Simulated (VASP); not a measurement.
Input of a VASP 6.6.1 run:

File INCAR:

```
PREC = Accurate
ENCUT = 500
EDIFF = 1E-6
ISMEAR = -1
SIGMA = 0.1
LREAL = False
LASPH = True
NELM = 200
ALGO = Normal
ISIF = 2
LWAVE = False
LCHARG = True
ISPIN = 2
MAGMOM = 0
LORBIT = 11
LMAXMIX = 4
GGA = PE
LELF = True
LVHAR = True
NBANDS = 15
GGA_COMPAT = False
```

Contents of KPOINTS:

```
regular mesh
0
Gamma
  8 8 8
```

Contents of POSCAR:

```
Pd
1.0
   -1.5210370000      1.5210370000      1.5210370000
    1.5210370000     -1.5210370000      1.5210370000
    1.5210370000      1.5210370000     -1.5210370000
Pd
1
Direct
    0.0000000000      0.0000000000      0.0000000000
```

Potentials or basis: VASP PAW PBE potentials, release 64 (Pd).

Run with:

```console
$ cat potpaw_PBE.64/Pd/POTCAR > POTCAR
$ mpirun -np 1 vasp_std > vasp.out
```

Q: Estimate the pressure.

A: 19.9 GPa.

Q: Estimate the band gap on the k mesh.

A: Zero (filled and empty bands overlap).

Q: Estimate the net moment.

A: 0.00 μB per cell.

Caveat: the k points lie up to 0.37 Å⁻¹ apart.
